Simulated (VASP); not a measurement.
Li3Ca: single point with LDA

Crystal: Li3Ca.

```
Li Ca
1.0
    -2.33244    2.33244    4.89050
     2.33244   -2.33244    4.89050
     2.33244    2.33244   -4.89050
Li Ca
3 1
Direct
  0.75000 0.25000 0.50000
  0.25000 0.75000 0.50000
  0.50000 0.50000 0.00000
  0.00000 0.00000 0.00000
```

```yaml
Program: VASP 6.6.1
Task: single point
Functional: LDA
Potentials_or_basis: VASP PAW LDA potentials, release 64 (Li_sv, Ca_sv)
Cutoff: 520 eV
k_mesh: 7 × 7 × 7
Occupations: fermi-dirac, width 0.05 eV
Spin: no spin polarisation
```

- Band gap on the k mesh: zero (an odd number of electrons rules out a gap without spin polarisation)

Levels at points of the mesh, in eV from the Fermi level:
```csv
k point,band 5,band 6,band 7,band 8,band 9,band 10,band 11,band 12,band 13,band 14
"(0.00, 0.00, 0.00)",-22.89,-22.87,-22.87,-3.63,0.87,1.05,1.16,1.30,1.30,2.69
```

It took 100 s on 1 thread of Intel(R) Xeon(R) Platinum 8488C (Sapphire Rapids), with other jobs on the host, peak memory 0.29 GiB.
